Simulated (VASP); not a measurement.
## Ni: single point with LDA

The system is Ni.

```
CELL_PARAMETERS angstrom
0.00000 1.74570 1.74570
1.74570 0.00000 1.74570
1.74570 1.74570 0.00000
ATOMIC_POSITIONS crystal
Ni 0.00000 0.00000 0.00000
```

```json
{
  "Program": "VASP 6.6.1",
  "Task": "single point",
  "Functional": "LDA",
  "Potentials or basis": "VASP PAW LDA potentials, release 64 (Ni)",
  "Cutoff": "520 eV",
  "k mesh": "24 × 24 × 24",
  "Occupations": "gaussian, width 0.15 eV",
  "Spin": "collinear spin, ferromagnetic start",
  "Starting moments": "[0.75] μB",
  "Fixed moment": "0.75 μB",
  "Dipole correction": "no",
  "Further INCAR settings": "ALGO = Fast; EDIFF = 1e-06; NBANDS = 15"
}
```

| Item | Value |
| --- | --- |
| Pressure | -11.9 GPa |
| Net moment | 0.75 μB per cell |
| Site moments | Ni +0.75 μB |
| Valence electrons inside the program's atomic spheres | Ni 9.36 |

It took 4.2 min on 1 thread of AMD EPYC 7R13 (shared host), peak memory 0.17 GiB.

Caveat: the cell stands under tension; the total moment is fixed, so each spin has its own Fermi level.
